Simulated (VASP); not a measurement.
Input of a VASP 6.6.1 run:

The input INCAR:

```
ALGO     = Normal         # electronic algorithm
EDIFF    = 1E-6           # SCF threshold, eV
ENCUT    = 520            # plane-wave cutoff, eV
GGA      = PE             # functional
ISIF     = 2              # what is computed and relaxed
ISMEAR   = 0              # smearing method
LASPH    = T              # aspherical terms in the spheres
LCHARG   = F              # write CHGCAR
LREAL    = F              # projectors in reciprocal space
LWAVE    = F              # write WAVECAR
NBANDS   = 16             # bands
NELM     = 60             # most SCF steps
PREC     = Accurate       # precision mode
SIGMA    = 0.15           # smearing width, eV
```

The input KPOINTS:

```
k-points
0
Gamma
  18 18 6
```

The input POSCAR:

```
C
1.0
    2.4665231295      0.0000000000      0.0000000000
   -1.2332615647      2.1360716891      0.0000000000
    0.0000000000      0.0000000000      8.5653080463
C
4
Direct
   -0.0731669617      0.1998958569      0.0025000000
    0.0731669617     -0.1998958569      0.5025000000
    0.2601649803      0.8665663246      0.0025000000
    0.7398350197      0.1334336754      0.5025000000
```

Potentials or basis: VASP PAW PBE potentials, release 64 (C).

Run with:

```bash
$ cat potpaw_PBE.64/C/POTCAR > POTCAR
$ mpirun -np 1 vasp_std > vasp.out
```

(1) Estimate the band gap on the k mesh.

(2) Predict the pressure.

Answers

(1) zero (filled and empty bands touch).

(2) 0.4 GPa.

Caveat: the cell differs from its parent crystal (mode 4 frozen in at -0.427 Å and mode 5 at +0.427 Å (largest displacements)); this functional lacks dispersion, which binds the layers, so the pressure and a relaxed spacing across them are unreliable.
